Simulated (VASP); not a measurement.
Ti7Mo:

```
CELL_PARAMETERS angstrom
6.53021 0.00000 0.00000
0.00000 6.53021 0.00000
0.00000 0.00000 6.53021
ATOMIC_POSITIONS crystal
Mo 0.00000 0.00000 0.00000
Mo 0.25000 0.25000 0.25000
Ti 0.50000 0.00000 0.00000
Ti 0.00000 0.50000 0.00000
Ti 0.00000 0.00000 0.50000
Ti 0.50000 0.50000 0.00000
Ti 0.50000 0.00000 0.50000
Ti 0.75000 0.25000 0.25000
Ti 0.00000 0.50000 0.50000
Ti 0.25000 0.75000 0.25000
Ti 0.25000 0.25000 0.75000
Ti 0.50000 0.50000 0.50000
Ti 0.75000 0.75000 0.25000
Ti 0.75000 0.25000 0.75000
Ti 0.25000 0.75000 0.75000
Ti 0.75000 0.75000 0.75000
```

* Program: VASP 6.6.1
* Task: relaxation of cell and atoms
* Functional: LDA
* Potentials or basis: VASP PAW LDA potentials, release 64 (Mo_sv, Ti_sv)
* Cutoff: 600 eV
* k mesh: 6 × 6 × 6
* Occupations: methfessel-paxton, width 0.1 eV
* Spin: no spin polarisation

At the start: pressure -13.0 GPa; volume 17.40 Å³/atom.

**Question.** How do energy, volume and symmetry change on relaxing?

**Answer.** Over 26 steps the energy falls by 112.2 meV/atom and the volume is 15.73 Å³/atom (-9.6 %); space group R-3m (No. 166, to 0.1 Å) before and after.

Step by step:
| step | energy change (eV) | largest force (eV/Å) | pressure (GPa) | volume (Å³) |
| --- | --- | --- | --- | --- |
| 1 | 0.0000 | 0.6598 | -12.99 | 278.47 |
| 2 | -0.4025 | 0.3355 | 16.57 | 225.38 |
| 3 | -1.4472 | 0.5541 | 0.39 | 248.01 |
| 4 | -1.4476 | 0.5506 | 0.72 | 247.43 |
| 5 | -1.5974 | 0.3919 | 0.82 | 247.85 |
| 6 | -1.7345 | 0.3453 | 1.42 | 248.73 |
| 7 | -1.7459 | 0.1607 | -2.03 | 255.35 |
| 8 | -1.7598 | 0.2333 | -0.63 | 252.51 |
| 9 | -1.7774 | 0.1099 | -0.29 | 252.05 |
| 10 | -1.7805 | 0.1197 | -0.02 | 251.72 |
| 11 | -1.7805 | 0.1159 | -0.02 | 251.76 |
| 12 | -1.7846 | 0.1094 | 0.06 | 251.57 |
| 13 | -1.7881 | 0.0929 | 0.29 | 251.16 |
| 14 | -1.7897 | 0.0526 | -0.27 | 252.15 |
| 15 | -1.7897 | 0.0583 | -0.20 | 252.01 |
| 16 | -1.7916 | 0.0378 | -0.12 | 251.85 |
| 17 | -1.7927 | 0.0388 | 0.05 | 251.53 |
| 18 | -1.7927 | 0.0379 | 0.04 | 251.59 |
| 19 | -1.7935 | 0.0269 | -0.02 | 251.72 |
| 20 | -1.7937 | 0.0280 | -0.15 | 252.04 |
| 21 | -1.7939 | 0.0213 | -0.13 | 251.93 |
| 22 | -1.7940 | 0.0287 | 0.19 | 251.41 |
| 23 | -1.7941 | 0.0247 | 0.06 | 251.64 |
| 24 | -1.7944 | 0.0160 | 0.03 | 251.69 |
| 25 | -1.7947 | 0.0111 | -0.01 | 251.79 |
| 26 | -1.7948 | 0.0049 | -0.02 | 251.75 |

Final structure:
```cif
data_structure
_symmetry_space_group_name_H-M 'P 1'
_symmetry_Int_Tables_number 1
_cell_length_a 6.3150
_cell_length_b 6.3150
_cell_length_c 6.3150
_cell_angle_alpha 89.107
_cell_angle_beta 89.107
_cell_angle_gamma 89.107
_cell_volume 251.75
loop_
_atom_site_label
_atom_site_type_symbol
_atom_site_fract_x
_atom_site_fract_y
_atom_site_fract_z
_atom_site_occupancy
Mo1 Mo 0.99922 0.99922 0.99922 1
Mo2 Mo 0.25078 0.25078 0.25078 1
Ti1 Ti 0.49396 0.01323 0.01323 1
Ti2 Ti 0.01323 0.49396 0.01323 1
Ti3 Ti 0.01323 0.01323 0.49396 1
Ti4 Ti 0.48852 0.48852 0.00658 1
Ti5 Ti 0.48852 0.00658 0.48852 1
Ti6 Ti 0.75604 0.23677 0.23677 1
Ti7 Ti 0.00658 0.48852 0.48852 1
Ti8 Ti 0.23677 0.75604 0.23677 1
Ti9 Ti 0.23677 0.23677 0.75604 1
Ti10 Ti 0.49919 0.49919 0.49919 1
Ti11 Ti 0.76148 0.76148 0.24342 1
Ti12 Ti 0.76148 0.24342 0.76148 1
Ti13 Ti 0.24342 0.76148 0.76148 1
Ti14 Ti 0.75081 0.75081 0.75081 1
```
